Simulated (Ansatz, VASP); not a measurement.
One calculation of KCl, two programs

```xyz
2
Lattice="0.0000 3.0806 3.0806 3.0806 0.0000 3.0806 3.0806 3.0806 0.0000" Properties=species:S:1:pos:R:3 pbc="T T T"
K     0.0000    0.0000    0.0000
Cl    3.0806    3.0806    3.0806
```

Alike in both runs: task single point; functional r2SCAN; k mesh 6 × 6 × 6; no spin polarisation.

```csv
,VASP,Ansatz
version,VASP 6.6.1,Ansatz 0.2.0
potentials or method,"VASP PAW PBE potentials, release 64 (K_sv, Cl)","plane waves, PAW"
plane-wave cutoff (eV),520,500
occupations,"gaussian, width 0.01 eV",fixed
valence electrons in the cell,16,16
```

```csv
,VASP,Ansatz,Ansatz less VASP
gap on the k mesh at the Fermi level (eV),6.06,6.06,-0.004
pressure (GPa),1.4,1.4,0.00
```

VASP's potentials were made for PBE, not for r2SCAN.
